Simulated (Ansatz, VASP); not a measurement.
Two plane-wave programs on Li7S3

```xyz
10
Lattice="3.3503 1.9343 9.6242 -3.3503 1.9343 9.6242 0.0000 -3.8686 9.6242" Properties=species:S:1:pos:R:3 pbc="T T T"
Li    0.0000    0.0000   14.4364
Li    0.0000   -1.8568   10.9154
Li    1.6081    0.9284   10.9154
Li   -1.6081    0.9284   10.9154
Li    1.6081   -0.9284   17.9574
Li   -1.6081   -0.9284   17.9574
Li    0.0000    1.8568   17.9574
S     0.0000    0.0000   12.1800
S     0.0000    0.0000   16.6927
S     0.0000    0.0000    0.0000
```

Alike in both runs: task relaxation of cell and atoms; functional PBE; k mesh 6 × 6 × 6; occupations gaussian, width 0.1 eV; no spin polarisation.

```csv
,VASP,Ansatz
version,VASP 6.6.1,Ansatz 0.2.0
potentials or method,"VASP PAW PBE potentials, release 64 (Li_sv, S), cutoff 600 eV","scalar-relativistic, plane waves, PAW"
valence electrons in the cell,39,39
```

|  | VASP | Ansatz | Ansatz less VASP |
| --- | --- | --- | --- |
| gap on the k mesh at the Fermi level, each at its own relaxed structure (eV) | none | none | - |
| relaxed volume (Å³/atom) | 37.30 | 37.48 | +0.180 |
| relaxed cell length with the largest relative difference (Å) | 10.421 | 10.397 | -0.0234 |

A gap of «none» marks a metal or a gap that the smearing closes.

Noted on VASP's run: the cutoff is short for stress, so the pressure is rough.
